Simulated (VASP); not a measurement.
# Ag (I4/mmm) in VASP: notebook, part 2 of 2

VASP 6.6.1. Earlier steps stand in the parts before.

## (3) Single point, PBEsol

This run uses another cell than the first one, of the same volume but with other edges.

INCAR reads:

```
SYSTEM = Ag
PREC     = Accurate       ! precision mode
ENCUT    = 520            ! plane-wave cutoff, eV
EDIFF    = 1E-7           ! SCF threshold, eV
ISMEAR   = 0              ! smearing method
SIGMA    = 0.15           ! smearing width, eV
LREAL    = .FALSE.        ! projectors in reciprocal space
LASPH    = .TRUE.         ! aspherical terms in the spheres
NELM     = 60             ! most SCF steps
ALGO     = Fast           ! electronic algorithm
ISIF     = 2              ! what is computed and relaxed
LWAVE    = .FALSE.        ! write WAVECAR
LCHARG   = .FALSE.        ! write CHGCAR
GGA      = PS             ! functional
NBANDS   = 12             ! bands
```

KPOINTS reads:

```
Automatic mesh
0
G
  22 22 22
  0 0 0
```

POSCAR reads:

```
Ag
1.0
   -1.9113129271      1.9113129271      1.2423534026
    1.9113129271     -1.9113129271      1.2423534026
    1.9113129271      1.9113129271     -1.2423534026
Ag
1
Direct
    0.0000000000      0.0000000000      0.0000000000
```

Potentials or basis: VASP PAW PBE potentials, release 64 (Ag).

On the command line:

```sh
$ cat potpaw_PBE.64/Ag/POTCAR > POTCAR
$ mpirun -np 1 vasp_std > vasp.out
```

OUTCAR:

```text
SYSTEM = Ag
   PREC = Accurate
   ENCUT = 520
   EDIFF = 1E-7
   ISMEAR = 0
   LREAL = .FALSE.
   LASPH = .TRUE.
   NELM = 60
   ISIF = 2
   GGA = PS

 ion  position               nearest neighbor table
   1  0.000  0.000  0.000-

  LATTYP: Found a body centered tetragonal cell.
 ALAT       =     3.8226258542
 C/A-ratio  =     0.6500000000

  Lattice vectors:

 A1 = (  -1.9113129271,   1.9113129271,   1.2423534026)
 A2 = (   1.9113129271,  -1.9113129271,   1.2423534026)
 A3 = (   1.9113129271,   1.9113129271,  -1.2423534026)

Analysis of symmetry for initial positions (statically):
=====================================================================
 Subroutine PRICEL returns:
 Original cell was already a primitive cell.

 Routine SETGRP: Setting up the symmetry group for a
 body centered tetragonal supercell.

 Subroutine GETGRP returns: Found 16 space group operations
 (whereof 16 operations were pure point group operations)
 out of a pool of 16 trial point group operations.

The static configuration has the point symmetry D_4h.

Analysis of symmetry for dynamics (positions and initial velocities):
=====================================================================
 Subroutine PRICEL returns:
 Original cell was already a primitive cell.

 Routine SETGRP: Setting up the symmetry group for a
 body centered tetragonal supercell.

 Subroutine GETGRP returns: Found 16 space group operations
 (whereof 16 operations were pure point group operations)
 out of a pool of 16 trial point group operations.

The dynamic configuration has the point symmetry D_4h.

 Subroutine INISYM returns: Found 16 space group operations
 (whereof 16 operations are pure point group operations),
 and found     1 'primitive' translations

----------------------------------------------------------------------------------------

                                     Primitive cell

  volume of cell :      18.1538

  direct lattice vectors                    reciprocal lattice vectors
    -1.911312927  1.911312927  1.242353403     0.000000000  0.261600282  0.402461972
     1.911312927 -1.911312927  1.242353403     0.261600282  0.000000000  0.402461972
     1.911312927  1.911312927 -1.242353403     0.261600282  0.261600282  0.000000000

  length of vectors
     2.974840531  2.974840531  2.974840531     0.480010777  0.480010777  0.369958666

  position of ions in fractional coordinates (direct lattice)
     0.000000000  0.000000000  0.000000000

  ion indices of the primitive-cell ions
   primitive index   ion index
                 1           1

----------------------------------------------------------------------------------------

 KPOINTS: Automatic mesh

Automatic generation of k-mesh.
 Grid dimensions read from file:
 generate k-points for:   22   22   22

 Generating k-lattice:

  Cartesian coordinates                     Fractional coordinates (reciprocal lattice)
     0.000000000  0.011890922  0.018293726     0.045454545  0.000000000 -0.000000000
     0.011890922  0.000000000  0.018293726     0.000000000  0.045454545 -0.000000000
     0.011890922  0.011890922  0.000000000     0.000000000  0.000000000  0.045454545

  Length of vectors
     0.021818672  0.021818672  0.016816303

  Shift w.r.t. Gamma in fractional coordinates (k-lattice)
     0.000000000  0.000000000  0.000000000

 Subroutine IBZKPT returns following result:
 ===========================================

 Found    834 irreducible k-points:

 Following reciprocal coordinates:
            Coordinates               Weight
  0.000000  0.000000  0.000000      1.000000
  0.045455 -0.000000  0.000000      8.000000
  0.090909 -0.000000  0.000000      8.000000
  0.136364  0.000000 -0.000000      8.000000
  0.181818 -0.000000  0.000000      8.000000
  0.227273  0.000000  0.000000      8.000000
[... 16 lines left out ...]
  0.500000  0.045455  0.000000     16.000000
 -0.454545  0.045455  0.000000     16.000000
 [... further k-points ...]
   k-points           NKPTS =    834   k-points in BZ     NKDIM =    834   number of bands    NBANDS=     12
   number of dos      NEDOS =    301   number of ions     NIONS =      1
   total plane-waves  NPLWV =  13824
   dimension x,y,z NGX =    24 NGY =   24 NGZ =   24
   dimension x,y,z NGXF=    48 NGYF=   48 NGZF=   48
   ions per type =               1
   NGX,Y,Z   is equivalent  to a cutoff of  13.41, 13.41, 13.41 a.u.
   NGXF,Y,Z  is equivalent  to a cutoff of  26.82, 26.82, 26.82 a.u.
 SYSTEM =  Ag
   PREC   = accura    normal or accurate (medium, high low for compatibility)
   ISTART =      0    job   : 0-new  1-cont  2-samecut
   ICHARG =      2    charge: 1-file 2-atom 10-const
   ISPIN  =      1    spin polarized calculation?
   LNONCOLLINEAR =      F non collinear calculations
   LSORBIT =      F    spin-orbit coupling
   LASPH  =      T    aspherical Exc in radial PAW
   ENCUT  =  520.0 eV  38.22 Ry    6.18 a.u.   5.53  5.53  5.53*2*pi/ulx,y,z
   NELM   =     60;   NELMIN=  2; NELMDL= -5     # of ELM steps
   EDIFF  = 0.1E-06   stopping-criterion for ELM
   LREAL  =      F    real-space projection
   EDIFFG = 0.1E-05   stopping-criterion for IOM
   NSW    =      0    number of steps for IOM
   IBRION =     -1    ionic relax: 0-MD 1-quasi-New 2-CG
   NFREE  =      0    steps in history (QN), initial steepest desc. (CG)
   ISIF   =      2    stress and relaxation
   ISYM   =      2    0-nonsym 1-usesym 2-fastsym
   POTIM  = 0.5000    time-step for ionic-motion
   TEBEG  =    0.0;   TEEND  =   0.0 temperature during run
   PSTRESS=    0.0 pullay stress
   NELECT =      11.0000    total number of electrons
   NUPDOWN=      -1.0000    fix difference up-down
   EMIN   =  10.00;   EMAX   =-10.00  energy-range for DOS
   EFERMI =   0.00;   METHOD = LEGACY
   ISMEAR =     0;   SIGMA  =   0.15  broadening in eV -4-tet -1-fermi 0-gaus
   EFERMI_NEDOS =   21; number of points for ismear=-14 and -15
   IALGO  =     68    algorithm
   IMIX   =      4    mixing-type and parameters
     AMIX     =   0.40;   BMIX     =  1.00
     AMIX_MAG =   1.60;   BMIX_MAG =  1.00
  volume/ion in A,a.u.               =      18.15       122.51
  Fermi-wavevector in a.u.,A,eV,Ry     =   1.385318  2.617871 26.111022  1.919106
  Thomas-Fermi vector in A             =   2.509739
   LORBIT       =      0    0 simple, 1 ext, 2 COOP (PROOUT), +10 PAW based schemes
   GGA     = PS    functional components
   LHFCALC =     F    Hartree Fock is set to
   AEXX    =    0.0000 exact exchange contribution
   IVDW    =     0    specifies the selected vdW correction
   LEPSILON=     F    determine dielectric tensor
   LRPA    =     F    only Hartree local field effects (RPA)
 non-spin polarized calculation
 RMM-DIIS sequential band-by-band and
 Gauss-broadening in eV      SIGMA  =   0.15
  energy-cutoff  :      520.00
  volume of cell :       18.15
 maximum number of plane-waves:       517
 NGX is ok and might be reduce to    24

 number of electron      11.0000000 magnetization

 Free energy of the ion-electron system (eV)
  ---------------------------------------------------
  ext. energy  EPLUGINS =         0.00000000
  ---------------------------------------------------
  free energy    TOTEN  =        -2.95133791 eV

  energy without entropy =       -2.94876365  energy(sigma->0) =       -2.95005078

 E-fermi :   7.4496     XC(G=0): -11.9744

 val. band max:        7.4444649793   @ k =  -0.1364   0.4545   0.0909
 cond. band min:       7.4515326034   @ k =   0.5000   0.1818  -0.0000
 fundamental gap:      0.0070676241
 Fermi energy:         7.4495576722

 k-point     1 :       0.0000    0.0000    0.0000
  band No.  band energies     occupation
      1      -0.0743      2.00000
      2       1.5945      2.00000
      3       1.8086      2.00000
      4       4.0441      2.00000
      5       4.0441      2.00000
      6       4.1846      2.00000
      7      20.7628      0.00000
      8      20.7628      0.00000
      9      27.2260      0.00000
     10      27.2353      0.00000
     11      31.4818      0.00000
     12      31.4818      0.00000
[... 331 lines left out ...]
 k-point    24 :      -0.4545    0.0455    0.0000
  band No.  band energies     occupation
      1       1.3127      2.00000
      2       1.5647      2.00000
      3       3.7111      2.00000
      4       4.1372      2.00000
      5       4.8125      2.00000
      6       7.7549      0.00399
      7      15.6232      0.00000
      8      18.7954      0.00000
      9      19.7627      0.00000
     10      25.7015      0.00000
     11      26.4969      0.00000
     12      28.9689      0.00000

 [... further k-points ...]
[... 5 lines left out ...]
  --------------------------------------------------------------------------------------
  -------------------------------------------------------------------------------------
  Total       -1.1502794     -1.1502794      3.3985824      0.0000000      0.0000000      0.0000000
  in kB     -101.5184948   -101.5184948    299.9436356      0.0000000      0.0000000      0.0000000
  external PRESSURE =      32.3022153 kB  Pullay stress =       0.0000000 kB

 VOLUME and BASIS-vectors are now :
 -----------------------------------------------------------------------------
  energy-cutoff  :      520.00
  volume of cell :       18.15
      direct lattice vectors                 reciprocal lattice vectors
    -1.911312927  1.911312927  1.242353403     0.000000000  0.261600282  0.402461972
     1.911312927 -1.911312927  1.242353403     0.261600282  0.000000000  0.402461972
     1.911312927  1.911312927 -1.242353403     0.261600282  0.261600282  0.000000000

 POSITION                                       TOTAL-FORCE (eV/Angst)
 -----------------------------------------------------------------------------------
      0.00000      0.00000      0.00000         0.000000      0.000000      0.000000
 -----------------------------------------------------------------------------------
    total drift:                                0.000000     -0.000000     -0.000000

  FREE ENERGIE OF THE ION-ELECTRON SYSTEM (eV)
  ---------------------------------------------------
  free  energy   TOTEN  =        -2.9513379076 eV

  energy  without entropy=       -2.9487636470  energy(sigma->0) =       -2.95005078
```

Wall time 1.9 min (1 thread of AMD EPYC 9R45 (Zen 5), shared host); peak memory 0.26 GiB.

Results:

```
Free energy            : -2.9513 eV
Pressure               : 3.2 GPa
Band gap on the k mesh : zero (an odd number of electrons rules out a gap without spin polarisation)
```

Caveat: the cell stands under pressure; the PAW data sets were made with another functional, which shifts forces and pressure a little.
